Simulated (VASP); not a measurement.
Here is a VASP 6.6.1 calculation.

The input INCAR:

```
SYSTEM = WC
PREC = Accurate
ENCUT = 520
EDIFF = 1E-6
ISMEAR = 0
SIGMA = 0.05
LREAL = .FALSE.
LASPH = .TRUE.
NELM = 150
ALGO = Normal
ISIF = 2
LWAVE = .FALSE.
LCHARG = .FALSE.
LNONCOLLINEAR = .TRUE.
MAGMOM = 0 0 0 0 0 0
LORBIT = 11
LSORBIT = .TRUE.
GGA_COMPAT = .FALSE.
LORBMOM = .TRUE.
LMAXMIX = 4
LDAU = .TRUE.
LDAUTYPE = 2
LDAUL = 2 -1
LDAUU = 5.3 0
LDAUJ = 0 0
LDAUPRINT = 1
GGA = CA
NBANDS = 30
```

File KPOINTS:

```
Automatic mesh
0
G
  7 7 7
  0 0 0
```

Contents of POSCAR:

```
WC
1.0
    2.9065000000      0.0000000000      0.0000000000
   -1.4532500000      2.5171028361      0.0000000000
    0.0000000000      0.0000000000      2.8366000000
W C
1 1
Direct
    0.0009900000      0.0027960000      0.0066620000
    0.6642200000      0.3206590000      0.5036970000
```

Potentials or basis: VASP PAW LDA potentials, release 64 (W_sv, C).

Command:

```bash
$ cat potpaw_LDA.64/W_sv/POTCAR potpaw_LDA.64/C/POTCAR > POTCAR
$ mpirun -np 1 vasp_ncl > vasp.out
```

(1) What does it give for the pressure?

(2) What does it give for the net moment?

(3) What does it give for the largest force?

Results:

(1) 6.2 GPa.

(2) 0.00 μB per cell.

(3) 0.661 eV/Å.

Caveat: the cell differs from its parent crystal (atoms moved at random); the cell stands under pressure; the U is typed as a test and isn't derived for this compound.
